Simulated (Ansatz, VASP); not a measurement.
# ZnS: VASP beside Ansatz

```xyz
2
Lattice="0.0000 2.7560 2.5971 2.7560 0.0000 2.5971 2.7560 2.7560 0.0000" Properties=species:S:1:pos:R:3 pbc="T T T"
Zn    1.3780    1.3780    1.2985
S     0.0000    0.0000    0.0000
```

Alike in both runs: task single point; functional PBEsol; k mesh 6 × 6 × 6; occupations gaussian, width 0.02 eV; no spin polarisation.

```csv
,VASP,Ansatz
version,VASP 6.6.1,Ansatz 0.2.0
potentials or method,"VASP PAW PBE potentials, release 64 (Zn, S), cutoff 520 eV","plane waves, PAW"
valence electrons in the cell,18,18
```

|  | VASP | Ansatz | Ansatz less VASP |
| --- | --- | --- | --- |
| pressure (GPa) | -1.9 | -2.0 | -0.19 |
| traceless stress, the component that is largest in VASP (GPa) | 1.53 | 1.54 | +0.010 |

VASP's potentials were made for PBE, not for PBEsol. Ansatz's warnings: stress scf threshold loose.
